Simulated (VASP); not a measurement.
MgS: single point with PBE+D4

The system is MgS.

```xyz
2
Lattice="0.0000 2.8186 2.8186 2.8186 0.0000 2.8186 2.8186 2.8186 0.0000" Properties=species:S:1:pos:R:3 pbc="T T T"
S     1.4093    1.4093    1.4093
Mg    0.0000    0.0000    0.0000
```

* Program: VASP 6.6.1
* Task: single point
* Functional: PBE
* Dispersion: D4
* Potentials or basis: VASP PAW PBE potentials, release 64 (S, Mg)
* Cutoff: 520 eV
* k mesh: 8 × 8 × 8
* Occupations: fermi-dirac, width 0.05 eV
* Spin: no spin polarisation

The pressure is -0.1 GPa. The band gap on the k mesh is 3.52 eV, direct and the dispersion energy per atom is -0.228 eV.

Levels at points of the mesh, in eV from the valence-band top:
```csv
k point,band 2,band 3,band 4,band 5,band 6,band 7
"(0.00, 0.00, 0.00)",0.00,0.00,0.00,3.52,7.98,7.98
"(0.50, 0.00, 0.00)",-3.17,-0.33,-0.33,5.16,7.66,7.66
"(0.50, 0.50, 0.00)",-2.85,-1.05,-1.05,3.87,5.67,11.29
```

Wall time 30 s on 1 thread of Intel Xeon 8259CL (shared host), peak memory 0.17 GiB.

A k mesh can miss the band edges. As with any semilocal functional, this PBE gap is likely too small.
